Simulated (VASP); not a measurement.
# ZrC (P6_3/mmc) in VASP: further runs

ZrC is run at these levels: LDA, PBE; tasks: single point.

Program: VASP 6.6.1. These are calculated values, not measurements. Logs are shortened: lines on timing, memory, paths and dates and some standing lists are left out, and cuts for length are marked.

**1. The cell of the first run**

It takes space group P6_3/mmc (No. 194, hexagonal). Conventional cell: a = 3.391 Å, b = 3.391 Å, c = 5.290 Å, α = 90.00°, β = 90.00°, γ = 120.00°. Zr (site symmetry -6m2) has 6 C at 2.36 Å within 3.1 Å. C (site symmetry -3m) has 6 Zr at 2.36 Å and 2 C at 2.65 Å within 3.1 Å.

**2. Single point, LDA**

Contents of INCAR:

```
ALGO = Normal
EDIFF = 1E-6
ENCUT = 520
ISIF = 2
ISMEAR = -1
LASPH = True
LCHARG = False
LREAL = False
LWAVE = False
NBANDS = 24
NELM = 100
PREC = Accurate
SIGMA = 0.05
```

Contents of KPOINTS:

```
k-points
0
Gamma
  7 7 4
```

Contents of POSCAR:

```
ZrC
1.0
    3.3914762718      0.0000000000      0.0000000000
   -1.6957381359      2.9371046077      0.0000000000
    0.0000000000      0.0000000000      5.2900530000
Zr C
2 2
Direct
    0.6666666667      0.3333333333      0.7500000000
    0.3333333333      0.6666666667      0.2500000000
    0.0000000000      0.0000000000      0.5000000000
    0.0000000000      0.0000000000      0.0000000000
```

Potentials or basis: VASP PAW LDA potentials, release 64 (Zr_sv, C).

Started as:

```console
> cat potpaw_LDA.64/Zr_sv/POTCAR potpaw_LDA.64/C/POTCAR > POTCAR
> mpirun -np 1 vasp_std > vasp.out
```

OUTCAR:

```text
EDIFF = 1E-6
   ENCUT = 520
   ISIF = 2
   ISMEAR = -1
   LASPH = True
   LREAL = False
   NELM = 100
   PREC = Accurate

 ion  position               nearest neighbor table
   1  0.667  0.333  0.750-   3 2.36   4 2.36   3 2.36   4 2.36   3 2.36   4 2.36   2 3.29   2 3.29
                             2 3.29   2 3.29   2 3.29   2 3.29
   2  0.333  0.667  0.250-   3 2.36   4 2.36   3 2.36   4 2.36   3 2.36   4 2.36   1 3.29   1 3.29
                             1 3.29   1 3.29   1 3.29   1 3.29
   3  0.000  0.000  0.500-   1 2.36   2 2.36   2 2.36   1 2.36   1 2.36   2 2.36
   4  0.000  0.000  0.000-   1 2.36   2 2.36   2 2.36   1 2.36   1 2.36   2 2.36

  LATTYP: Found a hexagonal cell.
 ALAT       =     3.3914762718
 C/A-ratio  =     1.5598083478

  Lattice vectors:

 A1 = (   3.3914762718,   0.0000000000,   0.0000000000)
 A2 = (  -1.6957381359,   2.9371046077,   0.0000000000)
 A3 = (   0.0000000000,   0.0000000000,   5.2900530000)

Analysis of symmetry for initial positions (statically):
=====================================================================
 Subroutine PRICEL returns:
 Original cell was already a primitive cell.

 Routine SETGRP: Setting up the symmetry group for a
 hexagonal supercell.

 Subroutine GETGRP returns: Found 24 space group operations
 (whereof 12 operations were pure point group operations)
 out of a pool of 24 trial point group operations.

The static configuration has the point symmetry D_3d.
 The point group associated with its full space group is D_6h.

Analysis of symmetry for dynamics (positions and initial velocities):
=====================================================================
 Subroutine PRICEL returns:
 Original cell was already a primitive cell.

 Routine SETGRP: Setting up the symmetry group for a
 hexagonal supercell.

 Subroutine GETGRP returns: Found 24 space group operations
 (whereof 12 operations were pure point group operations)
 out of a pool of 24 trial point group operations.

The dynamic configuration has the point symmetry D_3d.
 The point group associated with its full space group is D_6h.

 Subroutine INISYM returns: Found 24 space group operations
 (whereof 12 operations are pure point group operations),
 and found     1 'primitive' translations

----------------------------------------------------------------------------------------

                                     Primitive cell

  volume of cell :      52.6949

  direct lattice vectors                    reciprocal lattice vectors
     3.391476272  0.000000000  0.000000000     0.294856847  0.170235680  0.000000000
    -1.695738136  2.937104608  0.000000000     0.000000000  0.340471360  0.000000000
     0.000000000  0.000000000  5.290053000     0.000000000  0.000000000  0.189034023

  length of vectors
     3.391476272  3.391476272  5.290053000     0.340471360  0.340471360  0.189034023

  position of ions in fractional coordinates (direct lattice)
     0.666666667  0.333333333  0.750000000
     0.333333333  0.666666667  0.250000000
     0.000000000  0.000000000  0.500000000
     0.000000000  0.000000000  0.000000000

  ion indices of the primitive-cell ions
   primitive index   ion index
                 1           1
                 2           2
                 3           3
                 4           4

----------------------------------------------------------------------------------------

 KPOINTS: k-points

Automatic generation of k-mesh.
 Grid dimensions read from file:
 generate k-points for:    7    7    4

 Generating k-lattice:

  Cartesian coordinates                     Fractional coordinates (reciprocal lattice)
     0.042122407  0.024319383  0.000000000     0.142857143 -0.000000000  0.000000000
     0.000000000  0.048638766  0.000000000     0.000000000  0.142857143  0.000000000
     0.000000000  0.000000000  0.047258506     0.000000000  0.000000000  0.250000000

  Length of vectors
     0.048638766  0.048638766  0.047258506

  Shift w.r.t. Gamma in fractional coordinates (k-lattice)
     0.000000000  0.000000000  0.000000000

 Subroutine IBZKPT returns following result:
 ===========================================

 Found     24 irreducible k-points:

 Following reciprocal coordinates:
            Coordinates               Weight
  0.000000  0.000000  0.000000      1.000000
  0.142857 -0.000000  0.000000      6.000000
  0.285714 -0.000000  0.000000      6.000000
  0.428571 -0.000000  0.000000      6.000000
  0.142857  0.142857  0.000000      6.000000
  0.285714  0.142857  0.000000     12.000000
[... 16 lines left out ...]
  0.428571  0.142857  0.500000      6.000000
  0.285714  0.285714  0.500000      6.000000
   k-points           NKPTS =     24   k-points in BZ     NKDIM =     24   number of bands    NBANDS=     24
   number of dos      NEDOS =    301   number of ions     NIONS =      4
   total plane-waves  NPLWV =  31360
   dimension x,y,z NGX =    28 NGY =   28 NGZ =   40
   dimension x,y,z NGXF=    56 NGYF=   56 NGZF=   80
   ions per type =               2   2
   NGX,Y,Z   is equivalent  to a cutoff of  13.73, 13.73, 12.57 a.u.
   NGXF,Y,Z  is equivalent  to a cutoff of  27.45, 27.45, 25.14 a.u.
 SYSTEM =  unknown system
   PREC   = accura    normal or accurate (medium, high low for compatibility)
   ISTART =      0    job   : 0-new  1-cont  2-samecut
   ICHARG =      2    charge: 1-file 2-atom 10-const
   ISPIN  =      1    spin polarized calculation?
   LNONCOLLINEAR =      F non collinear calculations
   LSORBIT =      F    spin-orbit coupling
   LASPH  =      T    aspherical Exc in radial PAW
   ENCUT  =  520.0 eV  38.22 Ry    6.18 a.u.   6.31  6.31  9.84*2*pi/ulx,y,z
   NELM   =    100;   NELMIN=  2; NELMDL= -5     # of ELM steps
   EDIFF  = 0.1E-05   stopping-criterion for ELM
   LREAL  =      F    real-space projection
   EDIFFG = 0.1E-04   stopping-criterion for IOM
   NSW    =      0    number of steps for IOM
   IBRION =     -1    ionic relax: 0-MD 1-quasi-New 2-CG
   NFREE  =      0    steps in history (QN), initial steepest desc. (CG)
   ISIF   =      2    stress and relaxation
   ISYM   =      2    0-nonsym 1-usesym 2-fastsym
   POTIM  = 0.5000    time-step for ionic-motion
   TEBEG  =    0.0;   TEEND  =   0.0 temperature during run
   PSTRESS=    0.0 pullay stress
   NELECT =      32.0000    total number of electrons
   NUPDOWN=      -1.0000    fix difference up-down
   EMIN   =  10.00;   EMAX   =-10.00  energy-range for DOS
   EFERMI =   0.00;   METHOD = LEGACY
   ISMEAR =    -1;   SIGMA  =   0.05  broadening in eV -4-tet -1-fermi 0-gaus
   EFERMI_NEDOS =   21; number of points for ismear=-14 and -15
   IALGO  =     38    algorithm
   IMIX   =      4    mixing-type and parameters
     AMIX     =   0.40;   BMIX     =  1.00
     AMIX_MAG =   1.60;   BMIX_MAG =  1.00
  volume/ion in A,a.u.               =      13.17        88.90
  Fermi-wavevector in a.u.,A,eV,Ry     =   1.386337  2.619797 26.149441  1.921930
  Thomas-Fermi vector in A             =   2.510662
   LORBIT       =      0    0 simple, 1 ext, 2 COOP (PROOUT), +10 PAW based schemes
   GGA     = CA    functional components
   LHFCALC =     F    Hartree Fock is set to
   AEXX    =    0.0000 exact exchange contribution
   IVDW    =     0    specifies the selected vdW correction
   LEPSILON=     F    determine dielectric tensor
   LRPA    =     F    only Hartree local field effects (RPA)
 non-spin polarized calculation
  energy-cutoff  :      520.00
  volume of cell :       52.69
 maximum number of plane-waves:      1435
 NGX is ok and might be reduce to    28
   NGX = 13   NGY = 13   NGZ = 19

 number of electron      32.0000001 magnetization

 Free energy of the ion-electron system (eV)
  ---------------------------------------------------
  ext. energy  EPLUGINS =         0.00000000
  ---------------------------------------------------
  free energy    TOTEN  =       -41.82129194 eV

  energy without entropy =      -41.81777409  energy(sigma->0) =      -41.81953302

 E-fermi :   9.5523     XC(G=0): -12.2833

 val. band max:        9.4069012928   @ k =   0.1429   0.1429   0.2500
 cond. band min:       9.6124626588   @ k =   0.1429  -0.0000   0.0000
 fundamental gap:      0.2055613660
 Fermi energy:         9.5523461780

 k-point     1 :       0.0000    0.0000    0.0000
  band No.  band energies     occupation
      1     -38.4876      2.00000
      2     -38.3714      2.00000
      3     -17.1921      2.00000
      4     -16.4928      2.00000
      5     -16.4928      2.00000
      6     -16.3930      2.00000
[... 16 lines left out ...]
     23      13.9965      0.00000
     24      16.9200      0.00000

 k-point     2 :       0.1429   -0.0000    0.0000
  band No.  band energies     occupation
      1     -38.4723      2.00000
      2     -38.3661      2.00000
      3     -17.1345      2.00000
      4     -16.6088      2.00000
      5     -16.5354      2.00000
      6     -16.4974      2.00000
[... 16 lines left out ...]
     23      14.8901      0.00000
     24      16.1103      0.00000

 k-point     3 :       0.2857   -0.0000    0.0000
  band No.  band energies     occupation
      1     -38.4352      2.00000
      2     -38.3566      2.00000
      3     -16.9856      2.00000
      4     -16.8712      2.00000
      5     -16.7128      2.00000
      6     -16.6176      2.00000
[... 16 lines left out ...]
     23      15.4206      0.00000
     24      15.6768      0.00000
[... 514 lines left out ...]
 k-point    23 :       0.4286    0.1429    0.5000
  band No.  band energies     occupation
      1     -38.3719      2.00000
      2     -38.3719      2.00000
      3     -17.0896      2.00000
      4     -17.0896      2.00000
      5     -16.6864      2.00000
      6     -16.6864      2.00000
[... 16 lines left out ...]
     23      16.4192      0.00000
     24      16.4192      0.00000

 k-point    24 :       0.2857    0.2857    0.5000
  band No.  band energies     occupation
      1     -38.3695      2.00000
      2     -38.3695      2.00000
      3     -17.0141      2.00000
      4     -17.0141      2.00000
      5     -16.8113      2.00000
      6     -16.8113      2.00000
[... 16 lines left out ...]
     23      16.1338      0.00000
     24      16.1338      0.00000

------------------------ aborting loop because EDIFF is reached ----------------------------------------

  FORCE on cell =-STRESS in cart. coord.  units (eV):
  Direction    XX          YY          ZZ          XY          YZ          ZX
  --------------------------------------------------------------------------------------
  -------------------------------------------------------------------------------------
  Total       -4.1160641     -4.1160641     -2.8826402      0.0000000      0.0000000     -0.0000000
  in kB     -125.1481665   -125.1481665    -87.6461401      0.0000000      0.0000000     -0.0000000
  external PRESSURE =    -112.6474910 kB  Pullay stress =       0.0000000 kB

 VOLUME and BASIS-vectors are now :
 -----------------------------------------------------------------------------
  energy-cutoff  :      520.00
  volume of cell :       52.69
      direct lattice vectors                 reciprocal lattice vectors
     3.391476272  0.000000000  0.000000000     0.294856847  0.170235680  0.000000000
    -1.695738136  2.937104608  0.000000000     0.000000000  0.340471360  0.000000000
     0.000000000  0.000000000  5.290053000     0.000000000  0.000000000  0.189034023

 POSITION                                       TOTAL-FORCE (eV/Angst)
 -----------------------------------------------------------------------------------
      1.69574      0.97903      3.96754        -0.000000      0.000000      0.000000
     -0.00000      1.95807      1.32251         0.000000     -0.000000      0.000000
      0.00000      0.00000      2.64503         0.000000      0.000000      0.000000
      0.00000      0.00000      0.00000         0.000000      0.000000      0.000000
 -----------------------------------------------------------------------------------
    total drift:                               -0.000000      0.000000     -0.000000

  FREE ENERGIE OF THE ION-ELECTRON SYSTEM (eV)
  ---------------------------------------------------
  free  energy   TOTEN  =       -41.8212919414 eV

  energy  without entropy=      -41.8177740886  energy(sigma->0) =      -41.81953302
```

It took 60 s on 1 thread of Intel Xeon 8259CL, shared host; peak memory 0.16 GiB.

Results:

```
Free energy            : -41.8213 eV
Pressure               : -11.3 GPa
Band gap on the k mesh : zero (bands 16 and 17 overlap by 1.09 eV)
```

Stress tensor (GPa, compression positive):
```
-12.51   0.00   0.00
  0.00 -12.51   0.00
  0.00   0.00  -8.76
```

Levels at points of the mesh, in eV from the Fermi level:
| k point | band 14 | band 15 | band 16 | band 17 | band 18 | band 19 |
| --- | --- | --- | --- | --- | --- | --- |
| (0.00, 0.00, 0.00) | -1.06 | -1.06 | 0.94 | 1.23 | 1.23 | 1.64 |
| (0.00, 0.00, 0.50) | -2.40 | -2.40 | -2.40 | 3.39 | 3.39 | 3.39 |

Caveat: the cell stands under tension.

**3. Single point, PBE**

Contents of INCAR:

```
SYSTEM = ZrC
PREC     = Accurate       ! precision mode
ENCUT    = 520            ! plane-wave cutoff, eV
EDIFF    = 1E-7           ! SCF threshold, eV
ISMEAR   = -1             ! smearing method
SIGMA    = 0.05           ! smearing width, eV
LREAL    = .FALSE.        ! projectors in reciprocal space
LASPH    = .TRUE.         ! aspherical terms in the spheres
NELM     = 100            ! most SCF steps
ALGO     = Normal         ! electronic algorithm
ISIF     = 2              ! what is computed and relaxed
LWAVE    = .FALSE.        ! write WAVECAR
LCHARG   = .FALSE.        ! write CHGCAR
GGA      = PE             ! functional
NBANDS   = 24             ! bands
```

Contents of KPOINTS:

```
regular mesh
0
G
  7 7 4
  0 0 0
```

POSCAR is that of step 2.

Potentials or basis: VASP PAW PBE potentials, release 64 (Zr_sv, C).

Started as:

```console
> cat potpaw_PBE.64/Zr_sv/POTCAR potpaw_PBE.64/C/POTCAR > POTCAR
> mpirun -np 1 vasp_std > vasp.out
```

Wall time 73 s (1 thread of Intel Xeon 8259CL, shared host); peak memory 0.18 GiB.

It converged, with:

* Free energy: -38.2506 eV
* Pressure: -2.1 GPa
* Band gap on the k mesh: zero (bands 16 and 17 overlap by 1.11 eV)

Stress tensor (GPa, compression positive):
```
-3.48  0.00  0.00
 0.00 -3.48  0.00
 0.00  0.00  0.73
```

Levels at points of the mesh, in eV from the Fermi level:
| k point | band 12 | band 13 | band 14 | band 15 | band 16 | band 17 | band 18 | band 19 | band 20 | band 21 |
| --- | --- | --- | --- | --- | --- | --- | --- | --- | --- | --- |
| (0.00, 0.00, 0.00) | -2.81 | -2.81 | -1.10 | -1.10 | 0.96 | 1.25 | 1.25 | 1.64 | 1.64 | 2.34 |
| (0.00, 0.00, 0.50) | -2.69 | -2.43 | -2.43 | -2.43 | -2.43 | 3.38 | 3.38 | 3.38 | 3.38 | 3.92 |
